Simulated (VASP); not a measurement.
A run of VASP 6.6.1 is set up as follows.

Contents of POSCAR:

```
ScAl
1.0
    3.2165332133      0.0000000000      0.0000000000
    0.0000000000      3.2165332133      0.0000000000
    0.0000000000      0.0000000000      3.2165332133
Sc Al
1 1
Direct
    0.5000000000      0.5000000000      0.5000000000
    0.0000000000      0.0000000000      0.0000000000
```

INCAR.step1

```
  ALGO = Normal
  EDIFF = 1E-4
  ENCUT = 520
  GGA = PE
  ISMEAR = 0
  LASPH = T
  LCHARG = F
  LREAL = F
  LWAVE = T
  NBANDS = 14
  NELM = 60
  PREC = Accurate
  SIGMA = 0.1
```

Contents of INCAR.step2:

```
  ALGO = Normal
  EDIFF = 1E-6
  ENCUT = 520
  ISIF = 2
  ISMEAR = 0
  ISTART = 1
  LASPH = T
  LCHARG = F
  LMIXTAU = T
  LREAL = F
  LWAVE = F
  METAGGA = R2SCAN
  NBANDS = 14
  NELM = 60
  PREC = Accurate
  SIGMA = 0.1
```

Contents of KPOINTS:

```
k-points
0
Gamma
  14 14 14
```

Potentials or basis: VASP PAW PBE potentials, release 64 (Sc_sv, Al).

Run with:

```console
$ cat potpaw_PBE.64/Sc_sv/POTCAR potpaw_PBE.64/Al/POTCAR > POTCAR
$ cp INCAR.step1 INCAR
$ mpirun -np 1 vasp_std > vasp.out
$ cp INCAR.step2 INCAR
$ mpirun -np 1 vasp_std > vasp.out
```

Question: What does it give for the pressure?

Answer: 15.3 GPa.

Question: Predict the band gap on the k mesh.

Answer: Zero (bands 7 and 8 overlap by 1.28 eV).

Caveat: the cell stands under pressure; the PAW data sets were made with another functional, which shifts forces and pressure a little.
